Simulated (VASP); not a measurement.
# ZnS (P6_3mc) in VASP: notebook

Runs on ZnS. Level: PBE. Tasks: single point.

Everything below comes from runs of VASP 6.6.1. Logs are shortened: lines on timing, memory, paths and dates and some standing lists are left out, and cuts for length are marked.

## 1. The cell of the first run

The structure is hexagonal, space group P6_3mc (No. 186). Conventional cell: a = 3.745 Å, b = 3.745 Å, c = 6.133 Å, α = 90.00°, β = 90.00°, γ = 120.00°. Within 3.0 Å of Zn (site symmetry 3m) lie 4 S at 2.29 to 2.30 Å. S (site symmetry 3m) has 4 Zn at 2.29 to 2.30 Å within 3.0 Å.

## 2. Single point, PBE (18.62 Å³/atom)

Input file INCAR:

```
SYSTEM = ZnS
PREC = Accurate ; ENCUT = 520
EDIFF = 1E-6 ; ISMEAR = -1
SIGMA = 0.02 ; LREAL = .False.
LASPH = .True. ; NELM = 60
ALGO = Normal ; ISIF = 2
LWAVE = .False. ; LCHARG = .False.
GGA = PE ; NBANDS = 26
```

Input file KPOINTS:

```
regular mesh
0
Gamma
  13 13 7
  0 0 0
```

Input file POSCAR:

```
ZnS
1.0
    3.7446638178      0.0000000000      0.0000000000
   -1.8723319089      3.2429739948      0.0000000000
    0.0000000000      0.0000000000      6.1328947508
Zn S
2 2
Direct
    0.3333333333      0.6666666667      0.0000000000
    0.6666666667      0.3333333333      0.5000000000
    0.3333333333      0.6666666667      0.3748000000
    0.6666666667      0.3333333333      0.8748000000
```

Potentials or basis: VASP PAW PBE potentials, release 64 (Zn, S).

Launch:

```sh
> cat potpaw_PBE.64/Zn/POTCAR potpaw_PBE.64/S/POTCAR > POTCAR
> mpirun -np 1 vasp_std > vasp.out
```

OUTCAR:

```text
SYSTEM = ZnS
   PREC = Accurate
   ENCUT = 520
   EDIFF = 1E-6
   ISMEAR = -1
   LREAL = .False.
   LASPH = .True.
   NELM = 60
   ISIF = 2
   GGA = PE

 ion  position               nearest neighbor table
   1  0.333  0.667  0.000-   4 2.29   4 2.29   4 2.29   3 2.30
   2  0.667  0.333  0.500-   3 2.29   3 2.29   3 2.29   4 2.30
   3  0.333  0.667  0.375-   2 2.29   2 2.29   2 2.29   1 2.30
   4  0.667  0.333  0.875-   1 2.29   1 2.29   1 2.29   2 2.30

  LATTYP: Found a hexagonal cell.
 ALAT       =     3.7446638178
 C/A-ratio  =     1.6377691161

  Lattice vectors:

 A1 = (   3.7446638178,   0.0000000000,   0.0000000000)
 A2 = (  -1.8723319089,   3.2429739948,   0.0000000000)
 A3 = (   0.0000000000,   0.0000000000,   6.1328947508)

Analysis of symmetry for initial positions (statically):
=====================================================================
 Subroutine PRICEL returns:
 Original cell was already a primitive cell.

 Routine SETGRP: Setting up the symmetry group for a
 hexagonal supercell.

 Subroutine GETGRP returns: Found 12 space group operations
 (whereof  6 operations were pure point group operations)
 out of a pool of 24 trial point group operations.

The static configuration has the point symmetry C_3v.
 The point group associated with its full space group is C_6v.

Analysis of symmetry for dynamics (positions and initial velocities):
=====================================================================
 Subroutine PRICEL returns:
 Original cell was already a primitive cell.

 Routine SETGRP: Setting up the symmetry group for a
 hexagonal supercell.

 Subroutine GETGRP returns: Found 12 space group operations
 (whereof  6 operations were pure point group operations)
 out of a pool of 24 trial point group operations.

The dynamic configuration has the point symmetry C_3v.
 The point group associated with its full space group is C_6v.

 Subroutine INISYM returns: Found 12 space group operations
 (whereof  6 operations are pure point group operations),
 and found     1 'primitive' translations

----------------------------------------------------------------------------------------

                                     Primitive cell

  volume of cell :      74.4769

[... 78 lines left out ...]
   dimension x,y,z NGXF=    56 NGYF=   56 NGZF=   96
   ions per type =               2   2
   NGX,Y,Z   is equivalent  to a cutoff of  12.43, 12.43, 13.01 a.u.
   NGXF,Y,Z  is equivalent  to a cutoff of  24.86, 24.86, 26.02 a.u.
 SYSTEM =  ZnS
   PREC   = accura    normal or accurate (medium, high low for compatibility)
   ISTART =      0    job   : 0-new  1-cont  2-samecut
   ICHARG =      2    charge: 1-file 2-atom 10-const
   ISPIN  =      1    spin polarized calculation?
   LNONCOLLINEAR =      F non collinear calculations
   LSORBIT =      F    spin-orbit coupling
   LASPH  =      T    aspherical Exc in radial PAW
   ENCUT  =  520.0 eV  38.22 Ry    6.18 a.u.   6.96  6.96 11.40*2*pi/ulx,y,z
   NELM   =     60;   NELMIN=  2; NELMDL= -5     # of ELM steps
   EDIFF  = 0.1E-05   stopping-criterion for ELM
   LREAL  =      F    real-space projection
   EDIFFG = 0.1E-04   stopping-criterion for IOM
   NSW    =      0    number of steps for IOM
   IBRION =     -1    ionic relax: 0-MD 1-quasi-New 2-CG
   NFREE  =      0    steps in history (QN), initial steepest desc. (CG)
   ISIF   =      2    stress and relaxation
   ISYM   =      2    0-nonsym 1-usesym 2-fastsym
   POTIM  = 0.5000    time-step for ionic-motion
   TEBEG  =    0.0;   TEEND  =   0.0 temperature during run
   PSTRESS=    0.0 pullay stress
   NELECT =      36.0000    total number of electrons
   NUPDOWN=      -1.0000    fix difference up-down
   EMIN   =  10.00;   EMAX   =-10.00  energy-range for DOS
   EFERMI =   0.00;   METHOD = LEGACY
   ISMEAR =    -1;   SIGMA  =   0.02  broadening in eV -4-tet -1-fermi 0-gaus
   EFERMI_NEDOS =   21; number of points for ismear=-14 and -15
   IALGO  =     38    algorithm
   IMIX   =      4    mixing-type and parameters
     AMIX     =   0.40;   BMIX     =  1.00
     AMIX_MAG =   1.60;   BMIX_MAG =  1.00
  volume/ion in A,a.u.               =      18.62       125.65
  Fermi-wavevector in a.u.,A,eV,Ry     =   1.284799  2.427917 22.459239  1.650707
  Thomas-Fermi vector in A             =   2.416971
   LORBIT       =      0    0 simple, 1 ext, 2 COOP (PROOUT), +10 PAW based schemes
   GGA     = PE    functional components
[... 5 lines left out ...]
 non-spin polarized calculation
  energy-cutoff  :      520.00
  volume of cell :       74.48
 maximum number of plane-waves:      2021
 NGX is ok and might be reduce to    28
   NGX = 13   NGY = 13   NGZ = 23

 number of electron      35.9999977 magnetization

 Free energy of the ion-electron system (eV)
  ---------------------------------------------------
  ext. energy  EPLUGINS =         0.00000000
  ---------------------------------------------------
  free energy    TOTEN  =       -13.56445314 eV

  energy without entropy =      -13.56445314  energy(sigma->0) =      -13.56445314

 E-fermi :   3.0964     XC(G=0):  -9.8988

 val. band max:        2.6808338309   @ k =   0.0000   0.0000   0.0000
 cond. band min:       5.1375445847   @ k =   0.0000   0.0000   0.0000
 fundamental gap:      2.4567107539
 Fermi energy:         3.0963827239

 k-point     1 :       0.0000    0.0000    0.0000
  band No.  band energies     occupation
      1     -10.9047      2.00000
      2      -9.8608      2.00000
      3      -3.9075      2.00000
      4      -3.8943      2.00000
      5      -3.8943      2.00000
      6      -3.8035      2.00000
[... 685 lines left out ...]
     25      10.9879      0.00000
     26      11.3358      0.00000

 [... further k-points ...]
[... 5 lines left out ...]
  --------------------------------------------------------------------------------------
  -------------------------------------------------------------------------------------
  Total        3.1576956      3.1576956      3.2752906      0.0000000      0.0000000      0.0000000
  in kB       67.9295970     67.9295969     70.4593472      0.0000000      0.0000000      0.0000000
  external PRESSURE =      68.7728470 kB  Pullay stress =       0.0000000 kB

 VOLUME and BASIS-vectors are now :
 -----------------------------------------------------------------------------
  energy-cutoff  :      520.00
  volume of cell :       74.48
      direct lattice vectors                 reciprocal lattice vectors
     3.744663818  0.000000000  0.000000000     0.267046669  0.154179466  0.000000000
    -1.872331909  3.242973995  0.000000000     0.000000000  0.308358933  0.000000000
     0.000000000  0.000000000  6.132894751     0.000000000  0.000000000  0.163055138

 POSITION                                       TOTAL-FORCE (eV/Angst)
 -----------------------------------------------------------------------------------
     -0.00000      2.16198      0.00000        -0.000000      0.000000      0.019871
      1.87233      1.08099      3.06645         0.000000     -0.000000      0.019871
     -0.00000      2.16198      2.29861        -0.000000     -0.000000     -0.019871
      1.87233      1.08099      5.36506         0.000000     -0.000000     -0.019871
 -----------------------------------------------------------------------------------
    total drift:                               -0.000001     -0.000001      0.000752

  FREE ENERGIE OF THE ION-ELECTRON SYSTEM (eV)
  ---------------------------------------------------
  free  energy   TOTEN  =       -13.5644531386 eV

  energy  without entropy=      -13.5644531386  energy(sigma->0) =      -13.56445314
```

OSZICAR:

```text
N       E                     dE             d eps       ncg     rms          rms(c)
DAV:   1     0.247911759356E+03    0.24791E+03   -0.17160E+04  4368   0.171E+03
DAV:   2     0.103201914433E+02   -0.23759E+03   -0.22703E+03  4544   0.356E+02
DAV:   3    -0.138292209239E+02   -0.24149E+02   -0.23911E+02  5180   0.113E+02
DAV:   4    -0.144212664023E+02   -0.59205E+00   -0.59079E+00  5184   0.176E+01
DAV:   5    -0.144301928428E+02   -0.89264E-02   -0.89237E-02  5318   0.217E+00    0.109E+01
DAV:   6    -0.135770078599E+02    0.85318E+00   -0.16559E+00  6478   0.384E+01    0.826E+00
DAV:   7    -0.135730495090E+02    0.39584E-02   -0.13859E+00  4646   0.697E+00    0.360E+00
DAV:   8    -0.135643410434E+02    0.87085E-02   -0.35495E-02  5284   0.152E+00    0.108E+00
DAV:   9    -0.135641347318E+02    0.20631E-03   -0.12034E-02  5880   0.121E+00    0.248E-01
DAV:  10    -0.135642498859E+02   -0.11515E-03   -0.56156E-04  5250   0.345E-01    0.105E-01
DAV:  11    -0.135644501689E+02   -0.20028E-03   -0.28670E-04  4552   0.130E-01    0.604E-02
DAV:  12    -0.135644497690E+02    0.39989E-06   -0.22065E-05  5528   0.713E-02    0.675E-03
DAV:  13    -0.135644530879E+02   -0.33189E-05   -0.70325E-06  4544   0.222E-02    0.317E-03
DAV:  14    -0.135644531386E+02   -0.50733E-07   -0.74295E-07  3458   0.178E-02
   1 F= -.13564453E+02 E0= -.13564453E+02  d E =-.196971E-11
```

stdout:

```text
POSCAR found type information on POSCAR ZnS
 POSCAR found :  2 types and       4 ions
 scaLAPACK will be used
 LDA part: xc-table for (Slater+PW92), standard interpolation
 POSCAR, INCAR and KPOINTS ok, starting setup
 FFT: planning ... GRIDC
 FFT: planning ... GRID_SOFT
 FFT: planning ... GRID
 WAVECAR not read
 entering main loop
```

Wall time 85 s (1 thread of AMD EPYC 9R14 (Zen 4), shared host); peak memory 0.24 GiB.

What came out:

* Free energy: -13.5645 eV
* Pressure: 6.9 GPa
* Largest force: 0.020 eV/Å
* Band gap on the k mesh: 2.46 eV

Forces in eV/Å, atoms in the order of the input:
```
Zn   0.000  0.000  0.020
Zn   0.000  0.000  0.020
S    0.000  0.000 -0.020
S    0.000  0.000 -0.020
```

Caveat: the cell stands under pressure; an odd mesh through Γ misses points on the zone boundary, where band edges can lie.

## 3. Single point, PBE (19.02 Å³/atom)

This run uses another cell than the first one, of 19.02 Å³/atom.

INCAR is that of step 2.

Input file KPOINTS:

```
Automatic mesh
0
Gamma
  13 13 7
  0 0 0
```

Input file POSCAR:

```
ZnS
1.0
    3.7710355586      0.0000000000      0.0000000000
   -1.8855177793      3.2658125923      0.0000000000
    0.0000000000      0.0000000000      6.1760855735
Zn S
2 2
Direct
    0.3333333333      0.6666666667      0.0000000000
    0.6666666667      0.3333333333      0.5000000000
    0.3333333333      0.6666666667      0.3748000000
    0.6666666667      0.3333333333      0.8748000000
```

Potentials or basis: VASP PAW PBE potentials, release 64 (Zn, S).

Launch:

```sh
> cat potpaw_PBE.64/Zn/POTCAR potpaw_PBE.64/S/POTCAR > POTCAR
> mpirun -np 1 vasp_std > vasp.out
```

OUTCAR:

```text
SYSTEM = ZnS
   PREC = Accurate
   ENCUT = 520
   EDIFF = 1E-6
   ISMEAR = -1
   LREAL = .False.
   LASPH = .True.
   NELM = 60
   ISIF = 2
   GGA = PE

 ion  position               nearest neighbor table
   1  0.333  0.667  0.000-   4 2.31   4 2.31   4 2.31   3 2.31
   2  0.667  0.333  0.500-   3 2.31   3 2.31   3 2.31   4 2.31
   3  0.333  0.667  0.375-   2 2.31   2 2.31   2 2.31   1 2.31
   4  0.667  0.333  0.875-   1 2.31   1 2.31   1 2.31   2 2.31

  LATTYP: Found a hexagonal cell.
 ALAT       =     3.7710355586
 C/A-ratio  =     1.6377691161

  Lattice vectors:

 A1 = (   3.7710355586,   0.0000000000,   0.0000000000)
 A2 = (  -1.8855177793,   3.2658125923,   0.0000000000)
 A3 = (   0.0000000000,   0.0000000000,   6.1760855735)

Analysis of symmetry for initial positions (statically):
=====================================================================
 Subroutine PRICEL returns:
 Original cell was already a primitive cell.

 Routine SETGRP: Setting up the symmetry group for a
 hexagonal supercell.

 Subroutine GETGRP returns: Found 12 space group operations
 (whereof  6 operations were pure point group operations)
 out of a pool of 24 trial point group operations.

The static configuration has the point symmetry C_3v.
 The point group associated with its full space group is C_6v.

Analysis of symmetry for dynamics (positions and initial velocities):
=====================================================================
 Subroutine PRICEL returns:
 Original cell was already a primitive cell.

 Routine SETGRP: Setting up the symmetry group for a
 hexagonal supercell.

 Subroutine GETGRP returns: Found 12 space group operations
 (whereof  6 operations were pure point group operations)
 out of a pool of 24 trial point group operations.

The dynamic configuration has the point symmetry C_3v.
 The point group associated with its full space group is C_6v.

 Subroutine INISYM returns: Found 12 space group operations
 (whereof  6 operations are pure point group operations),
[... 119 lines left out ...]
     AMIX     =   0.40;   BMIX     =  1.00
     AMIX_MAG =   1.60;   BMIX_MAG =  1.00
  volume/ion in A,a.u.               =      19.02       128.32
  Fermi-wavevector in a.u.,A,eV,Ry     =   1.275814  2.410938 22.146212  1.627701
  Thomas-Fermi vector in A             =   2.408505
   LORBIT       =      0    0 simple, 1 ext, 2 COOP (PROOUT), +10 PAW based schemes
   GGA     = PE    functional components
   LHFCALC =     F    Hartree Fock is set to
   AEXX    =    0.0000 exact exchange contribution
   IVDW    =     0    specifies the selected vdW correction
   LEPSILON=     F    determine dielectric tensor
   LRPA    =     F    only Hartree local field effects (RPA)
 non-spin polarized calculation
  energy-cutoff  :      520.00
  volume of cell :       76.06
 maximum number of plane-waves:      2071
 NGX is ok and might be reduce to    28
   NGX = 13   NGY = 13   NGZ = 23

 number of electron      35.9999968 magnetization

 Free energy of the ion-electron system (eV)
  ---------------------------------------------------
  ext. energy  EPLUGINS =         0.00000000
  ---------------------------------------------------
  free energy    TOTEN  =       -13.62281899 eV

  energy without entropy =      -13.62281899  energy(sigma->0) =      -13.62281899

 E-fermi :   2.9054     XC(G=0):  -9.7980

 val. band max:        2.4729480812   @ k =   0.0000   0.0000   0.0000
 cond. band min:       4.8312924110   @ k =   0.0000   0.0000   0.0000
 fundamental gap:      2.3583443298
 Fermi energy:         2.9053986159

 k-point     1 :       0.0000    0.0000    0.0000
  band No.  band energies     occupation
      1     -10.9546      2.00000
      2      -9.9521      2.00000
      3      -4.0204      2.00000
      4      -4.0079      2.00000
      5      -4.0079      2.00000
      6      -3.9205      2.00000
[... 685 lines left out ...]
     25      10.7589      0.00000
     26      11.0863      0.00000

 [... further k-points ...]

------------------------ aborting loop because EDIFF is reached ----------------------------------------

  FORCE on cell =-STRESS in cart. coord.  units (eV):
  Direction    XX          YY          ZZ          XY          YZ          ZX
  --------------------------------------------------------------------------------------
  -------------------------------------------------------------------------------------
  Total        2.2905785      2.2905785      2.3917328      0.0000000      0.0000000     -0.0000000
  in kB       48.2492509     48.2492509     50.3799866      0.0000000      0.0000000     -0.0000000
  external PRESSURE =      48.9594962 kB  Pullay stress =       0.0000000 kB

 VOLUME and BASIS-vectors are now :
 -----------------------------------------------------------------------------
  energy-cutoff  :      520.00
  volume of cell :       76.06
      direct lattice vectors                 reciprocal lattice vectors
     3.771035559  0.000000000  0.000000000     0.265179149  0.153101253  0.000000000
    -1.885517779  3.265812592  0.000000000     0.000000000  0.306202506  0.000000000
     0.000000000  0.000000000  6.176085573     0.000000000  0.000000000  0.161914855

 POSITION                                       TOTAL-FORCE (eV/Angst)
 -----------------------------------------------------------------------------------
     -0.00000      2.17721      0.00000        -0.000000     -0.000000      0.014802
      1.88552      1.08860      3.08804        -0.000000      0.000000      0.014802
     -0.00000      2.17721      2.31480         0.000000      0.000000     -0.014802
      1.88552      1.08860      5.40284         0.000000     -0.000000     -0.014802
 -----------------------------------------------------------------------------------
    total drift:                               -0.000000     -0.000001      0.000655

  FREE ENERGIE OF THE ION-ELECTRON SYSTEM (eV)
  ---------------------------------------------------
  free  energy   TOTEN  =       -13.6228189904 eV

  energy  without entropy=      -13.6228189904  energy(sigma->0) =      -13.62281899
```

Wall time 83 s (1 thread of AMD EPYC 9R14 (Zen 4), shared host); peak memory 0.24 GiB.

Results:

```yaml
Free_energy: -13.6228 eV
Pressure: 4.9 GPa
Largest_force: 0.015 eV/Å
Band_gap_on_the_k_mesh: 2.36 eV
```

Forces on the atoms (eV/Å):
```
Zn   0.000  0.000  0.015
Zn   0.000  0.000  0.015
S    0.000  0.000 -0.015
S    0.000  0.000 -0.015
```

Caveat: the cell stands under pressure; an odd mesh through Γ misses points on the zone boundary, where band edges can lie.

## 4. Single point, PBE (z stretched by -3 %, then relaxed in part)

Edit INCAR of step 3 so:

```diff
@@ -2,3 +2,3 @@
 PREC = Accurate ; ENCUT = 520
-EDIFF = 1E-6 ; ISMEAR = -1
+EDIFF = 1E-7 ; ISMEAR = -1
 SIGMA = 0.02 ; LREAL = .False.
```

KPOINTS is that of step 3.

Input file POSCAR:

```
ZnS
1.0
    3.8227000000      0.0000000000      0.0000000000
   -1.9113500000      3.3105553110      0.0000000000
    0.0000000000      0.0000000000      6.0728790000
Zn S
2 2
Direct
    0.3333333333      0.6666666667     -0.0028254003
    0.6666666667      0.3333333333      0.4971745997
    0.3333333333      0.6666666667      0.3776254003
    0.6666666667      0.3333333333      0.8776254003
```

Launch:

```sh
> cat potpaw_PBE.64/Zn/POTCAR potpaw_PBE.64/S/POTCAR > POTCAR
> mpirun -np 1 vasp_std > vasp.out
```

It took 80 s on 1 thread of AMD EPYC 9R14 (Zen 4), shared host; peak memory 0.24 GiB.

Results (log left out):

```
Free energy            : -13.6280 eV
Pressure               : 4.0 GPa
Largest force          : 0.013 eV/Å
Band gap on the k mesh : 2.32 eV
```

Forces on the atoms (eV/Å):
```
Zn   0.000  0.000 -0.013
Zn   0.000  0.000 -0.013
S    0.000  0.000  0.013
S    0.000  0.000  0.013
```

Stress tensor (GPa, compression positive):
```
2.95 0.00 0.00
0.00 2.95 0.00
0.00 0.00 6.22
```

Levels at points of the mesh, in eV from the valence-band top:
| k point | band 14 | band 15 | band 16 | band 17 | band 18 | band 19 | band 20 | band 21 | band 22 | band 23 |
| --- | --- | --- | --- | --- | --- | --- | --- | --- | --- | --- |
| (0.00, 0.00, 0.00) | -1.05 | -1.05 | -0.06 | -0.06 | 0.00 | 2.32 | 2.83 | 6.13 | 6.13 | 6.89 |

Caveat: the cell differs from its parent crystal (z stretched by -3 %, then relaxed in part); the cell stands under pressure; an odd mesh through Γ misses points on the zone boundary, where band edges can lie.

[end of part 1 of 2]
